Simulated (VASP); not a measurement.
Set up this calculation in VASP 6.6.1, as the native input.

| Item | Value |
| --- | --- |
| Task | single point |
| Functional | PBEsol |
| Potentials or basis | VASP PAW PBE potentials, release 64 (Pt) |
| Cutoff | 520 eV |
| k mesh | 24 × 24 × 24 |
| Occupations | gaussian, width 0.15 eV |
| Spin | no spin polarisation |
| Dipole correction | no |
| Further INCAR settings | ALGO = Fast; EDIFF = 1e-07; NBANDS = 11 |

The structure of Pt lies in POSCAR:

```
Pt
1.0
   -0.0936058457      1.9122337042      1.9122337042
    1.9122337042     -0.0936058457      1.9122337042
    1.9122337042      1.9122337042     -0.0936058457
Pt
1
Direct
    0.0000000000      0.0000000000      0.0000000000
```

This cell differs from its parent crystal: ratio of the length along [111] to the lengths across it x 0.93, volume and fractional coordinates fixed.

These files were run (other wordings do the same):

INCAR

```
PREC = Accurate
ENCUT = 520
EDIFF = 1E-7
ISMEAR = 0
SIGMA = 0.15
LREAL = F
LASPH = T
NELM = 60
ALGO = Fast
ISIF = 2
LWAVE = F
LCHARG = T
GGA = PS
LELF = T
LVHAR = T
NBANDS = 11
```

KPOINTS

```
regular mesh
0
Gamma
  24 24 24
```

Potentials or basis: VASP PAW PBE potentials, release 64 (Pt).

Command:

```bash
$ cat potpaw_PBE.64/Pt/POTCAR > POTCAR
$ mpirun -np 1 vasp_std > vasp.out
```

It gave:

The pressure is 1.7 GPa and the band gap on the k mesh is zero (bands 5 and 6 overlap by 2.62 eV).

Caveat: the PAW data sets were made with another functional, which shifts forces and pressure a little; spin-orbit coupling is left out, which moves the levels of the heavy elements.

Wall time 4.3 min on 1 thread of Intel Xeon 8259CL (shared host), peak memory 0.33 GiB.
